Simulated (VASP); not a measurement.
Here is a VASP 6.6.1 calculation.

Contents of INCAR:

```
SYSTEM = SnSe
PREC = Accurate ; ENCUT = 520
EDIFF = 1E-7 ; ISMEAR = 0
SIGMA = 0.02 ; LREAL = .FALSE.
LASPH = .TRUE. ; NELM = 100
ALGO = Normal ; ISIF = 2
LWAVE = .FALSE. ; LCHARG = .TRUE.
LELF = .TRUE. ; LVHAR = .TRUE.
NBANDS = 17
```

File KPOINTS:

```
regular mesh
0
G
  8 8 8
  0 0 0
```

POSCAR

```
SnSe
1.0
    0.0000000000      2.9466477692      2.9466477692
    2.9466477692      0.0000000000      2.9466477692
    2.9466477692      2.9466477692      0.0000000000
Sn Se
1 1
Direct
    0.0000000000      0.0000000000      0.0000000000
    0.5000000000      0.5000000000      0.5000000000
```

Potentials or basis: VASP PAW LDA potentials, release 64 (Sn_d, Se).

Run with:

```bash
$ cat potpaw_LDA.64/Sn_d/POTCAR potpaw_LDA.64/Se/POTCAR > POTCAR
$ mpirun -np 1 vasp_std > vasp.out
```

Q: Estimate the band gap on the k mesh.

A: 0.77 eV, indirect (least direct gap 0.92 eV).

Q: What does it give for the pressure?

A: 0.1 GPa.

Caveat: spin-orbit coupling is left out, which moves the levels of the heavy elements. A k mesh can miss the band edges.
